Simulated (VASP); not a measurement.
# GaGe in VASP: notebook

The runs below take GaGe through single point, with PBE.

All numbers are computed with VASP 6.6.1; they aren't measurements. Logs are shortened: lines on timing, memory, paths and dates and some standing lists are left out, and cuts for length are marked.

**1. The cell of the first run**

The typed cell holds 2 atoms: a = 4.098 Å, b = 4.098 Å, c = 4.098 Å, α = 60.00°, β = 60.00°, γ = 60.00°.

**2. Single point, PBE**

INCAR

```
ALGO = Normal
EDIFF = 1E-6
ENCUT = 520
GGA = PE
ISIF = 2
ISMEAR = -1
LASPH = True
LCHARG = True
LELF = True
LREAL = False
LVHAR = True
LWAVE = False
NBANDS = 20
NELM = 80
PREC = Accurate
SIGMA = 0.01
```

KPOINTS

```
k-points
0
Gamma
  6 6 6
```

POSCAR

```
GaGe
1.0
    0.0000000000      2.8978440000      2.8978440000
    2.8978440000      0.0000000000      2.8978440000
    2.8978440000      2.8978440000      0.0000000000
Ge Ga
1 1
Direct
   -0.0072340000     -0.0102740000      0.0253490000
    0.2399690000      0.2466220000      0.2642740000
```

Potentials or basis: VASP PAW PBE potentials, release 64 (Ge_d, Ga_d).

The run is started by

```sh
> cat potpaw_PBE.64/Ge_d/POTCAR potpaw_PBE.64/Ga_d/POTCAR > POTCAR
> mpirun -np 1 vasp_std > vasp.out
```

OUTCAR:

```text
EDIFF = 1E-6
   ENCUT = 520
   GGA = PE
   ISIF = 2
   ISMEAR = -1
   LASPH = True
   LREAL = False
   NELM = 80
   PREC = Accurate

 ion  position               nearest neighbor table
   1  0.993  0.990  0.025-   2 2.49   2 2.49   2 2.52   2 2.55
   2  0.240  0.247  0.264-   1 2.49   1 2.49   1 2.52   1 2.55

  LATTYP: Found a face centered cubic cell.
 ALAT       =     5.7956880000

  Lattice vectors:

 A1 = (   0.0000000000,   2.8978440000,   2.8978440000)
 A2 = (   2.8978440000,   0.0000000000,   2.8978440000)
 A3 = (   2.8978440000,   2.8978440000,   0.0000000000)

Analysis of symmetry for initial positions (statically):
=====================================================================
 Subroutine PRICEL returns:
 Original cell was already a primitive cell.

 Routine SETGRP: Setting up the symmetry group for a
 face centered cubic supercell.

 Subroutine GETGRP returns: Found  1 space group operations
 (whereof  1 operations were pure point group operations)
 out of a pool of 48 trial point group operations.

The static configuration has the point symmetry C_1 .

Analysis of symmetry for dynamics (positions and initial velocities):
=====================================================================
 Subroutine PRICEL returns:
 Original cell was already a primitive cell.

 Routine SETGRP: Setting up the symmetry group for a
 face centered cubic supercell.

 Subroutine GETGRP returns: Found  1 space group operations
 (whereof  1 operations were pure point group operations)
 out of a pool of 48 trial point group operations.

The dynamic configuration has the point symmetry C_1 .

 Subroutine INISYM returns: Found  1 space group operations
 (whereof  1 operations are pure point group operations),
 and found     1 'primitive' translations

----------------------------------------------------------------------------------------

                                     Primitive cell

  volume of cell :      48.6693

  direct lattice vectors                    reciprocal lattice vectors
     0.000000000  2.897844000  2.897844000    -0.172542069  0.172542069  0.172542069
     2.897844000  0.000000000  2.897844000     0.172542069 -0.172542069  0.172542069
     2.897844000  2.897844000  0.000000000     0.172542069  0.172542069 -0.172542069

  length of vectors
     4.098170286  4.098170286  4.098170286     0.298851630  0.298851630  0.298851630

  position of ions in fractional coordinates (direct lattice)
     0.992766000  0.989726000  0.025349000
     0.239969000  0.246622000  0.264274000

  ion indices of the primitive-cell ions
   primitive index   ion index
                 1           1
                 2           2

----------------------------------------------------------------------------------------

 KPOINTS: k-points

Automatic generation of k-mesh.
 Grid dimensions read from file:
 generate k-points for:    6    6    6

 Generating k-lattice:

  Cartesian coordinates                     Fractional coordinates (reciprocal lattice)
    -0.028757012  0.028757012  0.028757012     0.166666667  0.000000000  0.000000000
     0.028757012 -0.028757012  0.028757012     0.000000000  0.166666667  0.000000000
     0.028757012  0.028757012 -0.028757012     0.000000000  0.000000000  0.166666667

  Length of vectors
     0.049808605  0.049808605  0.049808605

  Shift w.r.t. Gamma in fractional coordinates (k-lattice)
     0.000000000  0.000000000  0.000000000

 Subroutine IBZKPT returns following result:
 ===========================================

 Found    112 irreducible k-points:

 Following reciprocal coordinates:
            Coordinates               Weight
  0.000000  0.000000  0.000000      1.000000
  0.166667  0.000000  0.000000      2.000000
  0.000000  0.166667  0.000000      2.000000
  0.000000  0.000000  0.166667      2.000000
  0.166667  0.166667  0.166667      2.000000
  0.333333  0.000000  0.000000      2.000000
[... 16 lines left out ...]
  0.166667 -0.166667 -0.166667      2.000000
  0.333333  0.333333  0.166667      2.000000
 [... further k-points ...]
   k-points           NKPTS =    112   k-points in BZ     NKDIM =    112   number of bands    NBANDS=     20
   number of dos      NEDOS =    301   number of ions     NIONS =      2
   total plane-waves  NPLWV =  27000
   dimension x,y,z NGX =    30 NGY =   30 NGZ =   30
   dimension x,y,z NGXF=    60 NGYF=   60 NGZF=   60
   ions per type =               1   1
   NGX,Y,Z   is equivalent  to a cutoff of  12.17, 12.17, 12.17 a.u.
   NGXF,Y,Z  is equivalent  to a cutoff of  24.34, 24.34, 24.34 a.u.
 SYSTEM =  unknown system
   PREC   = accura    normal or accurate (medium, high low for compatibility)
   ISTART =      0    job   : 0-new  1-cont  2-samecut
   ICHARG =      2    charge: 1-file 2-atom 10-const
   ISPIN  =      1    spin polarized calculation?
   LNONCOLLINEAR =      F non collinear calculations
   LSORBIT =      F    spin-orbit coupling
   LASPH  =      T    aspherical Exc in radial PAW
   ENCUT  =  520.0 eV  38.22 Ry    6.18 a.u.   7.62  7.62  7.62*2*pi/ulx,y,z
   NELM   =     80;   NELMIN=  2; NELMDL= -5     # of ELM steps
   EDIFF  = 0.1E-05   stopping-criterion for ELM
   LREAL  =      F    real-space projection
[... 7 lines left out ...]
   TEBEG  =    0.0;   TEEND  =   0.0 temperature during run
   PSTRESS=    0.0 pullay stress
   NELECT =      27.0000    total number of electrons
   NUPDOWN=      -1.0000    fix difference up-down
   EMIN   =  10.00;   EMAX   =-10.00  energy-range for DOS
   EFERMI =   0.00;   METHOD = LEGACY
   ISMEAR =    -1;   SIGMA  =   0.01  broadening in eV -4-tet -1-fermi 0-gaus
   EFERMI_NEDOS =   21; number of points for ismear=-14 and -15
   IALGO  =     38    algorithm
   IMIX   =      4    mixing-type and parameters
     AMIX     =   0.40;   BMIX     =  1.00
     AMIX_MAG =   1.60;   BMIX_MAG =  1.00
  volume/ion in A,a.u.               =      24.33       164.22
  Fermi-wavevector in a.u.,A,eV,Ry     =   1.345172  2.542006 24.619567  1.809487
  Thomas-Fermi vector in A             =   2.473106
   LORBIT       =      0    0 simple, 1 ext, 2 COOP (PROOUT), +10 PAW based schemes
   GGA     = PE    functional components
   LHFCALC =     F    Hartree Fock is set to
   AEXX    =    0.0000 exact exchange contribution
   IVDW    =     0    specifies the selected vdW correction
   LEPSILON=     F    determine dielectric tensor
   LRPA    =     F    only Hartree local field effects (RPA)
 non-spin polarized calculation
  energy-cutoff  :      520.00
  volume of cell :       48.67
 maximum number of plane-waves:      1363
   NGX = 15   NGY = 15   NGZ = 15

 number of electron      27.0000013 magnetization

 Free energy of the ion-electron system (eV)
  ---------------------------------------------------
  ext. energy  EPLUGINS =         0.00000000
  ---------------------------------------------------
  free energy    TOTEN  =        -7.11323748 eV

  energy without entropy =       -7.11225853  energy(sigma->0) =       -7.11274801

 E-fermi :   2.9550     XC(G=0):  -9.5554

 val. band max:        2.9342363171   @ k =   0.3333   0.3333   0.1667
 cond. band min:       2.9564199575   @ k =   0.5000   0.3333   0.5000
 fundamental gap:      0.0221836404
 Fermi energy:         2.9550195140

 k-point     1 :       0.0000    0.0000    0.0000
  band No.  band energies     occupation
      1     -20.8946      2.00000
      2     -20.8888      2.00000
      3     -20.8832      2.00000
      4     -20.8682      2.00000
      5     -20.8659      2.00000
      6     -11.2855      2.00000
[... 12 lines left out ...]
     19      10.7588      0.00000
     20      13.8221      0.00000

 k-point     2 :       0.1667    0.0000    0.0000
  band No.  band energies     occupation
      1     -20.8939      2.00000
      2     -20.8885      2.00000
      3     -20.8828      2.00000
      4     -20.8677      2.00000
      5     -20.8659      2.00000
      6     -11.2898      2.00000
[... 12 lines left out ...]
     19      12.1423      0.00000
     20      12.6362      0.00000

 k-point     3 :       0.0000    0.1667    0.0000
  band No.  band energies     occupation
      1     -20.8940      2.00000
      2     -20.8885      2.00000
      3     -20.8830      2.00000
      4     -20.8680      2.00000
      5     -20.8654      2.00000
      6     -11.2893      2.00000
[... 12 lines left out ...]
     19      12.1452      0.00000
     20      12.6188      0.00000

 k-point     4 :       0.0000    0.0000    0.1667
  band No.  band energies     occupation
      1     -20.8945      2.00000
      2     -20.8878      2.00000
      3     -20.8823      2.00000
      4     -20.8682      2.00000
      5     -20.8660      2.00000
      6     -11.2926      2.00000
[... 12 lines left out ...]
     19      12.1520      0.00000
     20      12.6634      0.00000

 k-point     5 :       0.1667    0.1667    0.1667
  band No.  band energies     occupation
      1     -20.8940      2.00000
      2     -20.8885      2.00000
      3     -20.8830      2.00000
      4     -20.8680      2.00000
      5     -20.8654      2.00000
      6     -11.2893      2.00000
[... 12 lines left out ...]
     19      12.1452      0.00000
     20      12.6107      0.00000
[... 353 lines left out ...]
      6     -11.3076      2.00000
[... 12 lines left out ...]
     19      12.8067      0.00000
     20      14.0539      0.00000

 k-point    22 :       0.1667    0.3333    0.0000
  band No.  band energies     occupation
      1     -20.8934      2.00000
      2     -20.8871      2.00000
      3     -20.8824      2.00000
      4     -20.8683      2.00000
      5     -20.8641      2.00000
      6     -11.3071      2.00000
[... 12 lines left out ...]
     19      12.7821      0.00000
     20      14.0087      0.00000

 k-point    23 :       0.1667   -0.1667   -0.1667
  band No.  band energies     occupation
      1     -20.8935      2.00000
      2     -20.8868      2.00000
      3     -20.8822      2.00000
      4     -20.8679      2.00000
      5     -20.8649      2.00000
      6     -11.3075      2.00000
[... 12 lines left out ...]
     19      12.8373      0.00000
     20      14.0222      0.00000

 k-point    24 :       0.3333    0.3333    0.1667
  band No.  band energies     occupation
      1     -20.8930      2.00000
      2     -20.8875      2.00000
      3     -20.8827      2.00000
      4     -20.8682      2.00000
      5     -20.8639      2.00000
      6     -11.3067      2.00000
[... 12 lines left out ...]
     19      12.7636      0.00000
     20      13.9752      0.00000

 [... further k-points ...]
[... 5 lines left out ...]
  --------------------------------------------------------------------------------------
  -------------------------------------------------------------------------------------
  Total        0.0332355      0.0835753      0.0337907     -0.1552439      0.1581280      0.4768316
  in kB        1.0941034      2.7512708      1.1123785     -5.1105806      5.2055241     15.6971436
  external PRESSURE =       1.6525842 kB  Pullay stress =       0.0000000 kB

 VOLUME and BASIS-vectors are now :
 -----------------------------------------------------------------------------
  energy-cutoff  :      520.00
  volume of cell :       48.67
      direct lattice vectors                 reciprocal lattice vectors
     0.000000000  2.897844000  2.897844000    -0.172542069  0.172542069  0.172542069
     2.897844000  0.000000000  2.897844000     0.172542069 -0.172542069  0.172542069
     2.897844000  2.897844000  0.000000000     0.172542069  0.172542069 -0.172542069

 POSITION                                       TOTAL-FORCE (eV/Angst)
 -----------------------------------------------------------------------------------
      2.94153      2.95034      5.74495        -0.024386     -0.146862      0.023584
      1.48050      1.46122      1.41006         0.024386      0.146862     -0.023584
 -----------------------------------------------------------------------------------
    total drift:                                0.000877     -0.000452      0.000052

  FREE ENERGIE OF THE ION-ELECTRON SYSTEM (eV)
  ---------------------------------------------------
  free  energy   TOTEN  =        -7.1132374831 eV

  energy  without entropy=       -7.1122585311  energy(sigma->0) =       -7.11274801
```

Run time: 91 s. Hardware: 1 thread of Intel Xeon 6975P-C, shared host; peak memory 0.25 GiB.

Results:

* Free energy: -7.1132 eV
* Pressure: 0.2 GPa
* Largest force: 0.151 eV/Å

Forces on the atoms (eV/Å):
```
Ge  -0.024 -0.147  0.024
Ga   0.024  0.147 -0.024
```

**3. Single point, PBE**

INCAR

```
SYSTEM = GaGe
PREC = Accurate ; ENCUT = 520
EDIFF = 1E-7 ; ISMEAR = -1
SIGMA = 0.005 ; LREAL = .False.
LASPH = .True. ; NELM = 80
ALGO = Normal ; ISIF = 2
LWAVE = .False. ; LCHARG = .False.
GGA = PE ; NBANDS = 20
```

KPOINTS

```
regular mesh
0
Gamma
  6 6 6
  0 0 0
```

POSCAR is that of step 2.

Potentials or basis: VASP PAW PBE potentials, release 64 (Ge_d, Ga_d).

The run is started by

```sh
> cat potpaw_PBE.64/Ge_d/POTCAR potpaw_PBE.64/Ga_d/POTCAR > POTCAR
> mpirun -np 1 vasp_std > vasp.out
```

It took 95 s on 1 thread of Intel Xeon 6975P-C, shared host; peak memory 0.25 GiB.

Results (log left out):

* Free energy: -7.1129 eV
* Pressure: 0.2 GPa
* Largest force: 0.150 eV/Å

Forces in eV/Å, atoms in the order of the input:
```
Ge  -0.021 -0.147  0.020
Ga   0.021  0.147 -0.020
```

Stress tensor (GPa, compression positive):
```
 0.15 -0.51  1.57
-0.51  0.30  0.52
 1.57  0.52  0.15
```

Levels at points of the mesh, in eV from the Fermi level:
```tsv
k point	band 10	band 11	band 12	band 13	band 14	band 15	band 16	band 17	band 18	band 19
(0.00, 0.00, 0.00)	-14.18	-10.42	1.67	1.78	1.93	2.17	4.36	4.49	4.58	7.80
(0.50, 0.00, 0.00)	-14.18	-8.48	-5.22	0.40	0.58	2.15	5.31	5.59	8.30	11.56
(0.00, 0.50, 0.00)	-14.18	-8.44	-5.33	0.42	0.58	2.22	5.36	5.60	8.33	11.49
(0.00, 0.00, 0.50)	-14.18	-8.51	-5.14	0.43	0.54	2.10	5.35	5.51	8.28	11.60
(0.50, 0.50, 0.50)	-14.18	-8.44	-5.33	0.42	0.58	2.22	5.36	5.60	8.33	11.49
(0.50, 0.50, 0.00)	-14.17	-7.41	-5.70	-1.15	-1.13	2.44	2.54	11.11	11.16	12.34
(0.00, 0.50, 0.50)	-14.17	-7.41	-5.70	-1.15	-1.13	2.44	2.55	11.11	11.16	12.34
(0.50, 0.00, 0.50)	-14.17	-7.41	-5.69	-1.18	-1.10	2.40	2.58	11.04	11.22	12.33
```
